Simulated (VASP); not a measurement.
# MoRu4 (P-6m2) in VASP: relaxation of cell and atoms with PBE

Aim: the relaxation of cell and atoms of MoRu4 with PBE.

Program: VASP 6.6.1. These are calculated values, not measurements. Logs are shortened: lines on timing, memory, paths and dates and some standing lists are left out, and cuts for length are marked.

**1. The cell of the first run**

It takes space group P-6m2 (No. 187, hexagonal). The conventional cell has a = 2.738 Å, b = 2.738 Å, c = 22.023 Å, α = 90.00°, β = 90.00°, γ = 120.00°. Mo (site symmetry 3m) has 6 Ru at 2.71 Å and 6 Mo at 2.74 Å within 3.6 Å. Ru (site symmetry 3m) has 9 Ru at 2.71 to 2.74 Å and 3 Mo at 2.71 Å within 3.6 Å. Within 3.6 Å of Ru (site symmetry 3m) lie 3 Mo at 2.71 Å and 9 Ru at 2.71 to 2.74 Å. Ru (site symmetry -6m2) has 12 Ru at 2.71 to 2.74 Å within 3.6 Å. Within 3.6 Å of Ru (site symmetry -6m2) lie 12 Ru at 2.71 to 2.74 Å. Ru (site symmetry 3m) has 12 Ru at 2.71 to 2.74 Å within 3.6 Å.

**2. Relaxation of cell and atoms, PBE**

File INCAR:

```
PREC = Accurate
ENCUT = 600
EDIFF = 1E-7
ISMEAR = 0
SIGMA = 0.1
LREAL = F
LASPH = T
NELM = 60
ALGO = Fast
ISIF = 3
LWAVE = F
LCHARG = F
GGA = PE
IBRION = 2
NSW = 90
EDIFFG = -0.04
```

File KPOINTS:

```
Automatic mesh
0
Gamma
  6 6 1
```

File POSCAR:

```
MoRu4
1.0
    2.7376662300      0.0000000000      0.0000000000
   -1.3688331100      2.3708885000      0.0000000000
    0.0000000000      0.0000000000     22.0230364100
Mo Ru
2 8
Direct
    0.6666666700      0.3333333300      0.8000000000
    0.6666666700      0.3333333300      0.2000000000
    0.3333333300      0.6666666700      0.7000000000
    0.3333333300      0.6666666700      0.9000000000
    0.3333333300      0.6666666700      0.1000000000
    0.3333333300      0.6666666700      0.3000000000
    0.3333333300      0.6666666700      0.5000000000
    0.6666666700      0.3333333300      0.0000000000
    0.6666666700      0.3333333300      0.4000000000
    0.6666666700      0.3333333300      0.6000000000
```

Potentials or basis: VASP PAW PBE potentials, release 64 (Mo_sv, Ru_pv).

Command:

```console
$ cat potpaw_PBE.64/Mo_sv/POTCAR potpaw_PBE.64/Ru_pv/POTCAR > POTCAR
$ mpirun -np 1 vasp_std > vasp.out
```

OUTCAR:

```text
PREC = Accurate
   ENCUT = 600
   EDIFF = 1E-7
   ISMEAR = 0
   LREAL = F
   LASPH = T
   NELM = 60
   ISIF = 3
   GGA = PE
   IBRION = 2
   NSW = 90
   EDIFFG = -0.04

 ion  position               nearest neighbor table
   1  0.667  0.333  0.800-   3 2.71   4 2.71   3 2.71   4 2.71   3 2.71   4 2.71
   2  0.667  0.333  0.200-   6 2.71   5 2.71   6 2.71   5 2.71   6 2.71   5 2.71
   3  0.333  0.667  0.700-   1 2.71  10 2.71   1 2.71  10 2.71   1 2.71  10 2.71
   4  0.333  0.667  0.900-   1 2.71   8 2.71   1 2.71   8 2.71   1 2.71   8 2.71
   5  0.333  0.667  0.100-   2 2.71   8 2.71   2 2.71   8 2.71   2 2.71   8 2.71
   6  0.333  0.667  0.300-   2 2.71   9 2.71   2 2.71   9 2.71   2 2.71   9 2.71
   7  0.333  0.667  0.500-   9 2.71  10 2.71   9 2.71  10 2.71   9 2.71  10 2.71
   8  0.667  0.333  0.000-   4 2.71   5 2.71   4 2.71   5 2.71   4 2.71   5 2.71
   9  0.667  0.333  0.400-   6 2.71   7 2.71   6 2.71   7 2.71   6 2.71   7 2.71
  10  0.667  0.333  0.600-   3 2.71   7 2.71   3 2.71   7 2.71   3 2.71   7 2.71

  LATTYP: Found a hexagonal cell.
 ALAT       =     2.7376662300
 C/A-ratio  =     8.0444563215

  Lattice vectors:

 A1 = (   2.7376662300,   0.0000000000,   0.0000000000)
 A2 = (  -1.3688331100,   2.3708885000,   0.0000000000)
 A3 = (   0.0000000000,   0.0000000000,  22.0230364100)

Analysis of symmetry for initial positions (statically):
=====================================================================
 Subroutine PRICEL returns:
 Original cell was already a primitive cell.

 Routine SETGRP: Setting up the symmetry group for a
 hexagonal supercell.

 Subroutine GETGRP returns: Found 12 space group operations
 (whereof 12 operations were pure point group operations)
 out of a pool of 24 trial point group operations.

The static configuration has the point symmetry D_3h.

Analysis of symmetry for dynamics (positions and initial velocities):
=====================================================================
 Subroutine PRICEL returns:
 Original cell was already a primitive cell.

 Routine SETGRP: Setting up the symmetry group for a
 hexagonal supercell.

 Subroutine GETGRP returns: Found 12 space group operations
 (whereof 12 operations were pure point group operations)
 out of a pool of 24 trial point group operations.

The dynamic configuration has the point symmetry D_3h.

 Subroutine INISYM returns: Found 12 space group operations
 (whereof 12 operations are pure point group operations),
 and found     1 'primitive' translations

----------------------------------------------------------------------------------------

                                     Primitive cell

  volume of cell :     142.9450

  direct lattice vectors                    reciprocal lattice vectors
     2.737666230  0.000000000  0.000000000     0.365274623  0.210891401  0.000000000
    -1.368833110  2.370888500  0.000000000     0.000000000  0.421782804  0.000000000
     0.000000000  0.000000000 22.023036410     0.000000000  0.000000000  0.045406999

  length of vectors
     2.737666230  2.737666226 22.023036410     0.421782804  0.421782804  0.045406999

  position of ions in fractional coordinates (direct lattice)
     0.666666670  0.333333330  0.800000000
     0.666666670  0.333333330  0.200000000
     0.333333330  0.666666670  0.700000000
     0.333333330  0.666666670  0.900000000
     0.333333330  0.666666670  0.100000000
     0.333333330  0.666666670  0.300000000
     0.333333330  0.666666670  0.500000000
     0.666666670  0.333333330  0.000000000
     0.666666670  0.333333330  0.400000000
     0.666666670  0.333333330  0.600000000

  ion indices of the primitive-cell ions
   primitive index   ion index
                 1           1
                 2           2
                 3           3
                 4           4
                 5           5
                 6           6
                 7           7
                 8           8
                 9           9
                10          10

----------------------------------------------------------------------------------------

 KPOINTS: Automatic mesh

Automatic generation of k-mesh.
 Grid dimensions read from file:
 generate k-points for:    6    6    1

 Generating k-lattice:

  Cartesian coordinates                     Fractional coordinates (reciprocal lattice)
     0.060879104  0.035148567  0.000000000     0.166666667  0.000000000  0.000000000
     0.000000000  0.070297134  0.000000000     0.000000000  0.166666667  0.000000000
     0.000000000  0.000000000  0.045406999     0.000000000  0.000000000  1.000000000

  Length of vectors
     0.070297134  0.070297134  0.045406999

  Shift w.r.t. Gamma in fractional coordinates (k-lattice)
     0.000000000  0.000000000  0.000000000

 Subroutine IBZKPT returns following result:
 ===========================================

 Found      7 irreducible k-points:

 Following reciprocal coordinates:
            Coordinates               Weight
  0.000000  0.000000  0.000000      1.000000
  0.166667  0.000000  0.000000      6.000000
  0.333333  0.000000  0.000000      6.000000
  0.500000 -0.000000  0.000000      3.000000
  0.166667  0.166667  0.000000      6.000000
  0.333333  0.166667  0.000000     12.000000
  0.333333  0.333333  0.000000      2.000000
   k-points           NKPTS =      7   k-points in BZ     NKDIM =      7   number of bands    NBANDS=     84
   number of dos      NEDOS =    301   number of ions     NIONS =     10
   total plane-waves  NPLWV = 103680
   dimension x,y,z NGX =    24 NGY =   24 NGZ =  180
   dimension x,y,z NGXF=    48 NGYF=   48 NGZF=  360
   ions per type =               2   8
   NGX,Y,Z   is equivalent  to a cutoff of  14.57, 14.57, 13.59 a.u.
   NGXF,Y,Z  is equivalent  to a cutoff of  29.15, 29.15, 27.18 a.u.
 SYSTEM =  unknown system
   PREC   = accura    normal or accurate (medium, high low for compatibility)
   ISTART =      0    job   : 0-new  1-cont  2-samecut
   ICHARG =      2    charge: 1-file 2-atom 10-const
   ISPIN  =      1    spin polarized calculation?
   LNONCOLLINEAR =      F non collinear calculations
   LSORBIT =      F    spin-orbit coupling
   LASPH  =      T    aspherical Exc in radial PAW
   ENCUT  =  600.0 eV  44.10 Ry    6.64 a.u.   5.47  5.47 43.99*2*pi/ulx,y,z
   NELM   =     60;   NELMIN=  2; NELMDL= -5     # of ELM steps
   EDIFF  = 0.1E-06   stopping-criterion for ELM
   LREAL  =      F    real-space projection
   EDIFFG = -.4E-01   stopping-criterion for IOM
   NSW    =     90    number of steps for IOM
   IBRION =      2    ionic relax: 0-MD 1-quasi-New 2-CG
   NFREE  =      1    steps in history (QN), initial steepest desc. (CG)
   ISIF   =      3    stress and relaxation
   ISYM   =      2    0-nonsym 1-usesym 2-fastsym
   POTIM  = 0.5000    time-step for ionic-motion
   TEBEG  =    0.0;   TEEND  =   0.0 temperature during run
   PSTRESS=    0.0 pullay stress
   NELECT =     140.0000    total number of electrons
   NUPDOWN=      -1.0000    fix difference up-down
   EMIN   =  10.00;   EMAX   =-10.00  energy-range for DOS
   EFERMI =   0.00;   METHOD = LEGACY
   ISMEAR =     0;   SIGMA  =   0.10  broadening in eV -4-tet -1-fermi 0-gaus
   EFERMI_NEDOS =   21; number of points for ismear=-14 and -15
   IALGO  =     68    algorithm
   IMIX   =      4    mixing-type and parameters
     AMIX     =   0.40;   BMIX     =  1.00
     AMIX_MAG =   1.60;   BMIX_MAG =  1.00
  volume/ion in A,a.u.               =      14.29        96.46
  Fermi-wavevector in a.u.,A,eV,Ry     =   1.625778  3.072275 35.962293  2.643154
  Thomas-Fermi vector in A             =   2.718845
   LORBIT       =      0    0 simple, 1 ext, 2 COOP (PROOUT), +10 PAW based schemes
   GGA     = PE    functional components
   LHFCALC =     F    Hartree Fock is set to
   AEXX    =    0.0000 exact exchange contribution
   IVDW    =     0    specifies the selected vdW correction
   LEPSILON=     F    determine dielectric tensor
   LRPA    =     F    only Hartree local field effects (RPA)
 conjugate gradient relaxation of ions
 non-spin polarized calculation
 RMM-DIIS sequential band-by-band and
 Gauss-broadening in eV      SIGMA  =   0.10
  energy-cutoff  :      600.00
  volume of cell :      142.94
 maximum number of plane-waves:      4863
 NGX is ok and might be reduce to    24
   NGX = 11   NGY = 11   NGZ = 87

--------------------------------------- Ionic step        1  -------------------------------------------

 number of electron     140.0000007 magnetization

 Free energy of the ion-electron system (eV)
  ---------------------------------------------------
  ext. energy  EPLUGINS =         0.00000000
  ---------------------------------------------------
  free energy    TOTEN  =       -95.20227885 eV

  energy without entropy =      -95.11803978  energy(sigma->0) =      -95.16015932

------------------------ aborting loop because EDIFF is reached ----------------------------------------

  FORCE on cell =-STRESS in cart. coord.  units (eV):
  Direction    XX          YY          ZZ          XY          YZ          ZX
  --------------------------------------------------------------------------------------
  -------------------------------------------------------------------------------------
  Total       -0.6530170     -0.6530170     -4.3054675     -0.0000000      0.0000000      0.0000000
  in kB       -7.3192439     -7.3192438    -48.2571948     -0.0000000      0.0000000      0.0000000
  external PRESSURE =     -20.9652275 kB  Pullay stress =       0.0000000 kB
[... 337 lines left out ...]
  energy  without entropy=      -95.2138512085  energy(sigma->0) =      -95.25403484

--------------------------------------- Ionic step        9  -------------------------------------------

 number of electron     140.0000018 magnetization

 Free energy of the ion-electron system (eV)
  ---------------------------------------------------
  ext. energy  EPLUGINS =         0.00000000
  ---------------------------------------------------
  free energy    TOTEN  =       -95.29664781 eV

  energy without entropy =      -95.21923604  energy(sigma->0) =      -95.25794192

 E-fermi :  12.2980     XC(G=0): -13.8627

 val. band max:       12.2929844520   @ k =   0.5000  -0.0000   0.0000
 cond. band min:      12.3056425637   @ k =   0.1667   0.0000   0.0000
 fundamental gap:      0.0126581117
 Fermi energy:        12.2979574268

 k-point     1 :       0.0000    0.0000    0.0000
  band No.  band energies     occupation
      1     -48.3640      2.00000
      2     -48.3640      2.00000
      3     -31.1881      2.00000
      4     -30.8804      2.00000
      5     -30.8018      2.00000
      6     -30.5219      2.00000
[... 584 lines left out ...]
     81      15.1925      0.00000
     82      15.2001      0.00000
 [bands above 82 left out]

------------------------ aborting loop because EDIFF is reached ----------------------------------------

  FORCE on cell =-STRESS in cart. coord.  units (eV):
  Direction    XX          YY          ZZ          XY          YZ          ZX
  --------------------------------------------------------------------------------------
  -------------------------------------------------------------------------------------
  Total        0.0313907      0.0313907     -0.0330173      0.0000000     -0.0000000     -0.0000000
  in kB        0.3543154      0.3543154     -0.3726759      0.0000000     -0.0000000     -0.0000000
  external PRESSURE =       0.1119850 kB  Pullay stress =       0.0000000 kB
[... 25 lines left out ...]
  FREE ENERGIE OF THE ION-ELECTRON SYSTEM (eV)
  ---------------------------------------------------
  free  energy   TOTEN  =       -95.2966478109 eV

  energy  without entropy=      -95.2192360361  energy(sigma->0) =      -95.25794192

 reached required accuracy - stopping structural energy minimisation
```

It took 21 min on 1 thread of Intel Xeon Platinum 8375C at 2.90GHz (Ice Lake), shared host; peak memory 0.36 GiB.

Results:

```yaml
Free_energy: -95.2966 eV
Relaxed_volume: 14.19 Å³/atom
Relaxed_cell: a = 2.738 Å, b = 2.738 Å, c = 21.859 Å, α = 90.00°, β = 90.00°, γ = 120.00°
Space_group_after_relaxing_to_0.1_Å: P-6m2 (No. 187)
Energy_gained_by_relaxing: 9.4 meV/atom
Ionic_steps: 9
Pressure_after_relaxing: 0.0 GPa
Largest_force_after_relaxing: 0.025 eV/Å
Band_gap_on_the_k_mesh: zero (bands 70 and 71 overlap by 2.36 eV)
```

Forces in eV/Å, atoms in the order of the input:
```
Mo   0.000  0.000  0.003
Mo   0.000  0.000 -0.003
Ru   0.000  0.000 -0.024
Ru   0.000  0.000 -0.025
Ru   0.000  0.000  0.025
Ru   0.000  0.000  0.024
Ru   0.000  0.000  0.000
Ru   0.000  0.000  0.000
Ru   0.000  0.000  0.016
Ru   0.000  0.000 -0.016
```

The path:
| step | energy change (eV) | largest force (eV/Å) | pressure (GPa) | volume (Å³) |
| --- | --- | --- | --- | --- |
| 1 | 0.0000 | 0.5307 | -2.10 | 142.94 |
| 2 | -0.0056 | 0.3155 | 6.35 | 139.10 |
| 3 | -0.0422 | 0.3816 | 2.11 | 140.92 |
| 4 | -0.0718 | 0.1814 | -1.05 | 142.49 |
| 5 | -0.0739 | 0.2245 | -0.44 | 142.16 |
| 6 | -0.0894 | 0.1342 | -0.08 | 141.97 |
| 7 | -0.0899 | 0.1416 | 0.01 | 141.92 |
| 8 | -0.0919 | 0.1004 | 0.01 | 141.93 |
| 9 | -0.0944 | 0.0254 | 0.01 | 141.95 |

Final structure:
```xyz
10
Lattice="2.7383 0.0000 0.0000 -1.3691 2.3714 0.0000 0.0000 0.0000 21.8589" Properties=species:S:1:pos:R:3 pbc="T T T"
Mo    1.3692    0.7905   17.4548
Mo    1.3692    0.7905    4.4041
Ru    0.0000    1.5810   15.2506
Ru    0.0000    1.5810   19.7159
Ru    0.0000    1.5810    2.1430
Ru    0.0000    1.5810    6.6083
Ru    0.0000    1.5810   10.9295
Ru    1.3692    0.7905    0.0000
Ru    1.3692    0.7905    8.8059
Ru    1.3692    0.7905   13.0530
```

Levels at points of the mesh, in eV from the Fermi level:
| k point | band 67 | band 68 | band 69 | band 70 | band 71 | band 72 |
| --- | --- | --- | --- | --- | --- | --- |
| (0.00, 0.00, 0.00) | -1.12 | -0.90 | -0.90 | -0.83 | -0.83 | -0.41 |
| (0.50, 0.00, 0.00) | 0.73 | 1.25 | 1.31 | 1.53 | 1.59 | 1.62 |

Caveat: the k points lie up to 0.44 Å⁻¹ apart in the final cell, too coarse for converged energies and pressures of a metal.
